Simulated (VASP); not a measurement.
# SiC (F-43m) in VASP: single point with LDA

Aim: the single point of SiC with LDA.

Everything below comes from runs of VASP 6.6.1. Logs are shortened: lines on timing, memory, paths and dates and some standing lists are left out, and cuts for length are marked.

## (1) The cell of the first run

It takes space group F-43m (No. 216, cubic). Conventional cell: a = 4.356 Å, b = 4.356 Å, c = 4.356 Å, α = 90.00°, β = 90.00°, γ = 90.00°. Si (site symmetry -43m) has 4 C at 1.89 Å within 2.5 Å. Within 2.5 Å of C (site symmetry -43m) lie 4 Si at 1.89 Å.

## (2) Single point, LDA

Input file INCAR:

```
PREC = Accurate
ENCUT = 600
EDIFF = 1E-6
ISMEAR = 0
SIGMA = 0.01
LREAL = F
LASPH = T
NELM = 120
ALGO = Normal
ISIF = 2
LWAVE = F
LCHARG = F
GGA = CA
NBANDS = 11
GGA_COMPAT = F
```

Input file KPOINTS:

```
Automatic mesh
0
Gamma
  8 8 8
```

Input file POSCAR:

```
SiC
1.0
    0.0000000000      2.1780523476      2.1780523476
    2.1780523476      0.0000000000      2.1780523476
    2.1780523476      2.1780523476      0.0000000000
Si C
1 1
Direct
    0.0000000000      0.0000000000      0.0000000000
    0.2500000000      0.2500000000      0.2500000000
```

Potentials or basis: VASP PAW LDA potentials, release 64 (Si, C).

On the command line:

```bash
$ cat potpaw_LDA.64/Si/POTCAR potpaw_LDA.64/C/POTCAR > POTCAR
$ mpirun -np 1 vasp_std > vasp.out
```

OUTCAR:

```text
PREC = Accurate
   ENCUT = 600
   EDIFF = 1E-6
   ISMEAR = 0
   LREAL = F
   LASPH = T
   NELM = 120
   ISIF = 2
   GGA = CA

 ion  position               nearest neighbor table
   1  0.000  0.000  0.000-   2 1.89   2 1.89   2 1.89   2 1.89
   2  0.250  0.250  0.250-   1 1.89   1 1.89   1 1.89   1 1.89

  LATTYP: Found a face centered cubic cell.
 ALAT       =     4.3561046952

  Lattice vectors:

 A1 = (   0.0000000000,   2.1780523476,   2.1780523476)
 A2 = (   2.1780523476,   0.0000000000,   2.1780523476)
 A3 = (   2.1780523476,   2.1780523476,   0.0000000000)

Analysis of symmetry for initial positions (statically):
=====================================================================
 Subroutine PRICEL returns:
 Original cell was already a primitive cell.

 Routine SETGRP: Setting up the symmetry group for a
 face centered cubic supercell.

 Subroutine GETGRP returns: Found 24 space group operations
 (whereof 24 operations were pure point group operations)
 out of a pool of 48 trial point group operations.

The static configuration has the point symmetry T_d .

Analysis of symmetry for dynamics (positions and initial velocities):
=====================================================================
 Subroutine PRICEL returns:
 Original cell was already a primitive cell.

 Routine SETGRP: Setting up the symmetry group for a
 face centered cubic supercell.

 Subroutine GETGRP returns: Found 24 space group operations
 (whereof 24 operations were pure point group operations)
 out of a pool of 48 trial point group operations.

The dynamic configuration has the point symmetry T_d .

 Subroutine INISYM returns: Found 24 space group operations
 (whereof 24 operations are pure point group operations),
 and found     1 'primitive' translations

----------------------------------------------------------------------------------------

                                     Primitive cell

  volume of cell :      20.6650

  direct lattice vectors                    reciprocal lattice vectors
     0.000000000  2.178052348  2.178052348    -0.229562894  0.229562894  0.229562894
     2.178052348  0.000000000  2.178052348     0.229562894 -0.229562894  0.229562894
     2.178052348  2.178052348  0.000000000     0.229562894  0.229562894 -0.229562894

  length of vectors
     3.080231170  3.080231170  3.080231170     0.397614596  0.397614596  0.397614596

  position of ions in fractional coordinates (direct lattice)
     0.000000000  0.000000000  0.000000000
     0.250000000  0.250000000  0.250000000

  ion indices of the primitive-cell ions
   primitive index   ion index
                 1           1
                 2           2

----------------------------------------------------------------------------------------

 KPOINTS: Automatic mesh

Automatic generation of k-mesh.
 Grid dimensions read from file:
 generate k-points for:    8    8    8

 Generating k-lattice:

  Cartesian coordinates                     Fractional coordinates (reciprocal lattice)
    -0.028695362  0.028695362  0.028695362     0.125000000  0.000000000  0.000000000
     0.028695362 -0.028695362  0.028695362     0.000000000  0.125000000  0.000000000
     0.028695362  0.028695362 -0.028695362     0.000000000  0.000000000  0.125000000

  Length of vectors
     0.049701824  0.049701824  0.049701824

  Shift w.r.t. Gamma in fractional coordinates (k-lattice)
     0.000000000  0.000000000  0.000000000

 Subroutine IBZKPT returns following result:
 ===========================================

 Found     29 irreducible k-points:

 Following reciprocal coordinates:
            Coordinates               Weight
  0.000000  0.000000  0.000000      1.000000
  0.125000  0.000000  0.000000      8.000000
  0.250000  0.000000  0.000000      8.000000
  0.375000  0.000000  0.000000      8.000000
  0.500000  0.000000  0.000000      4.000000
  0.125000  0.125000  0.000000      6.000000
[... 16 lines left out ...]
  0.500000  0.250000  0.125000     48.000000
 -0.375000  0.250000  0.125000     24.000000
 [... further k-points ...]
   k-points           NKPTS =     29   k-points in BZ     NKDIM =     29   number of bands    NBANDS=     11
   number of dos      NEDOS =    301   number of ions     NIONS =      2
   total plane-waves  NPLWV =  21952
   dimension x,y,z NGX =    28 NGY =   28 NGZ =   28
   dimension x,y,z NGXF=    56 NGYF=   56 NGZF=   56
   ions per type =               1   1
   NGX,Y,Z   is equivalent  to a cutoff of  15.11, 15.11, 15.11 a.u.
   NGXF,Y,Z  is equivalent  to a cutoff of  30.22, 30.22, 30.22 a.u.
 SYSTEM =  unknown system
   PREC   = accura    normal or accurate (medium, high low for compatibility)
   ISTART =      0    job   : 0-new  1-cont  2-samecut
   ICHARG =      2    charge: 1-file 2-atom 10-const
   ISPIN  =      1    spin polarized calculation?
   LNONCOLLINEAR =      F non collinear calculations
   LSORBIT =      F    spin-orbit coupling
   LASPH  =      T    aspherical Exc in radial PAW
   ENCUT  =  600.0 eV  44.10 Ry    6.64 a.u.   6.15  6.15  6.15*2*pi/ulx,y,z
   NELM   =    120;   NELMIN=  2; NELMDL= -5     # of ELM steps
   EDIFF  = 0.1E-05   stopping-criterion for ELM
   LREAL  =      F    real-space projection
   EDIFFG = 0.1E-04   stopping-criterion for IOM
   NSW    =      0    number of steps for IOM
   IBRION =     -1    ionic relax: 0-MD 1-quasi-New 2-CG
   NFREE  =      0    steps in history (QN), initial steepest desc. (CG)
   ISIF   =      2    stress and relaxation
   ISYM   =      2    0-nonsym 1-usesym 2-fastsym
   POTIM  = 0.5000    time-step for ionic-motion
   TEBEG  =    0.0;   TEEND  =   0.0 temperature during run
   PSTRESS=    0.0 pullay stress
   NELECT =       8.0000    total number of electrons
   NUPDOWN=      -1.0000    fix difference up-down
   EMIN   =  10.00;   EMAX   =-10.00  energy-range for DOS
   EFERMI =   0.00;   METHOD = LEGACY
   ISMEAR =     0;   SIGMA  =   0.01  broadening in eV -4-tet -1-fermi 0-gaus
   EFERMI_NEDOS =   21; number of points for ismear=-14 and -15
   IALGO  =     38    algorithm
   IMIX   =      4    mixing-type and parameters
     AMIX     =   0.40;   BMIX     =  1.00
     AMIX_MAG =   1.60;   BMIX_MAG =  1.00
  volume/ion in A,a.u.               =      10.33        69.73
  Fermi-wavevector in a.u.,A,eV,Ry     =   1.193145  2.254717 19.369182  1.423595
  Thomas-Fermi vector in A             =   2.329166
   LORBIT       =      0    0 simple, 1 ext, 2 COOP (PROOUT), +10 PAW based schemes
   GGA     = CA    functional components
   LHFCALC =     F    Hartree Fock is set to
   AEXX    =    0.0000 exact exchange contribution
   IVDW    =     0    specifies the selected vdW correction
   LEPSILON=     F    determine dielectric tensor
   LRPA    =     F    only Hartree local field effects (RPA)
 non-spin polarized calculation
 Gauss-broadening in eV      SIGMA  =   0.01
  energy-cutoff  :      600.00
  volume of cell :       20.66
 maximum number of plane-waves:       701
 NGX is ok and might be reduce to    28
   NGX = 13   NGY = 13   NGZ = 13

 number of electron       8.0000000 magnetization

 Free energy of the ion-electron system (eV)
  ---------------------------------------------------
  ext. energy  EPLUGINS =         0.00000000
  ---------------------------------------------------
  free energy    TOTEN  =       -16.63956127 eV

  energy without entropy =      -16.63956127  energy(sigma->0) =      -16.63956127

 E-fermi :   8.2199     XC(G=0): -11.5620

 val. band max:        8.0765592911   @ k =   0.0000   0.0000   0.0000
 cond. band min:       9.3797150135   @ k =   0.5000   0.5000   0.0000
 fundamental gap:      1.3031557224
 Fermi energy:         8.2198876932

 k-point     1 :       0.0000    0.0000    0.0000
  band No.  band energies     occupation
      1      -7.2496      2.00000
      2       8.0766      2.00000
      3       8.0766      2.00000
      4       8.0766      2.00000
      5      14.3830      0.00000
      6      15.2772      0.00000
      7      15.2772      0.00000
      8      15.2772      0.00000
      9      22.5437      0.00000
     10      22.5437      0.00000
     11      24.2667      0.00000

 k-point     2 :       0.1250    0.0000    0.0000
  band No.  band energies     occupation
      1      -6.9436      2.00000
      2       6.6060      2.00000
      3       7.8744      2.00000
      4       7.8744      2.00000
      5      14.5437      0.00000
      6      15.6275      0.00000
      7      15.6275      0.00000
      8      15.8452      0.00000
      9      21.3053      0.00000
     10      21.3053      0.00000
     11      23.9358      0.00000

 k-point     3 :       0.2500    0.0000    0.0000
  band No.  band energies     occupation
      1      -6.0472      2.00000
      2       3.8034      2.00000
      3       7.4681      2.00000
      4       7.4681      2.00000
      5      14.0300      0.00000
      6      15.8811      0.00000
      7      15.8811      0.00000
      8      17.3404      0.00000
      9      21.1197      0.00000
     10      21.1197      0.00000
     11      23.0397      0.00000

 k-point     4 :       0.3750    0.0000    0.0000
  band No.  band energies     occupation
      1      -4.6761      2.00000
      2       1.0523      2.00000
      3       7.1407      2.00000
      4       7.1407      2.00000
      5      13.6186      0.00000
      6      15.4617      0.00000
      7      15.4617      0.00000
      8      17.9759      0.00000
      9      23.0771      0.00000
     10      23.0771      0.00000
     11      23.4017      0.00000
[... 239 lines left out ...]
 k-point    22 :       0.3750    0.2500    0.1250
  band No.  band energies     occupation
      1      -5.2672      2.00000
      2       3.6328      2.00000
      3       5.2005      2.00000
      4       6.7996      2.00000
      5      13.3589      0.00000
      6      15.6157      0.00000
      7      16.4603      0.00000
      8      18.0268      0.00000
      9      20.2175      0.00000
     10      23.9396      0.00000
     11      27.3842      0.00000

 k-point    23 :       0.5000    0.2500    0.1250
  band No.  band energies     occupation
      1      -3.9469      2.00000
      2       1.5807      2.00000
      3       4.4703      2.00000
      4       6.1444      2.00000
      5      13.2980      0.00000
      6      15.5904      0.00000
      7      17.1687      0.00000
      8      18.4166      0.00000
      9      21.3186      0.00000
     10      24.4092      0.00000
     11      27.2630      0.00000

 k-point    24 :      -0.3750    0.2500    0.1250
  band No.  band energies     occupation
      1      -2.9671      2.00000
      2       0.2270      2.00000
      3       4.3648      2.00000
      4       5.8045      2.00000
      5      13.2384      0.00000
      6      15.2795      0.00000
      7      18.1144      0.00000
      8      18.9474      0.00000
      9      21.3466      0.00000
     10      24.1669      0.00000
     11      27.2249      0.00000

 [... further k-points ...]
[... 5 lines left out ...]
  --------------------------------------------------------------------------------------
  -------------------------------------------------------------------------------------
  Total       -0.5021473     -0.5021473     -0.5021473      0.0000000     -0.0000000      0.0000000
  in kB      -38.9320018    -38.9320018    -38.9320018      0.0000000     -0.0000000      0.0000000
  external PRESSURE =     -38.9320018 kB  Pullay stress =       0.0000000 kB

 VOLUME and BASIS-vectors are now :
 -----------------------------------------------------------------------------
  energy-cutoff  :      600.00
  volume of cell :       20.66
      direct lattice vectors                 reciprocal lattice vectors
     0.000000000  2.178052348  2.178052348    -0.229562894  0.229562894  0.229562894
     2.178052348  0.000000000  2.178052348     0.229562894 -0.229562894  0.229562894
     2.178052348  2.178052348  0.000000000     0.229562894  0.229562894 -0.229562894

 POSITION                                       TOTAL-FORCE (eV/Angst)
 -----------------------------------------------------------------------------------
      0.00000      0.00000      0.00000        -0.000000      0.000000     -0.000000
      1.08903      1.08903      1.08903         0.000000     -0.000000      0.000000
 -----------------------------------------------------------------------------------
    total drift:                               -0.000000     -0.000000     -0.000000

  FREE ENERGIE OF THE ION-ELECTRON SYSTEM (eV)
  ---------------------------------------------------
  free  energy   TOTEN  =       -16.6395612700 eV

  energy  without entropy=      -16.6395612700  energy(sigma->0) =      -16.63956127
```

Wall time 15 s (1 thread of Intel Xeon 8259CL, shared host); peak memory 0.13 GiB.

What came out:

```yaml
Free_energy: -16.6396 eV
Pressure: -3.9 GPa
Band_gap_on_the_k_mesh: 1.30 eV, indirect (least direct gap 4.50 eV)
```

Levels at points of the mesh, in eV from the valence-band top:
```csv
k point,band 1,band 2,band 3,band 4,band 5,band 6,band 7,band 8
"(0.00, 0.00, 0.00)",-15.33,0.00,0.00,0.00,6.31,7.20,7.20,7.20
"(0.50, 0.00, 0.00)",-11.70,-8.56,-1.05,-1.05,5.40,7.13,7.13,9.92
"(0.50, 0.50, 0.00)",-10.22,-7.82,-3.20,-3.20,1.30,4.19,13.84,13.84
```

A k mesh can miss the band edges. As with any semilocal functional, this LDA gap is likely too small.
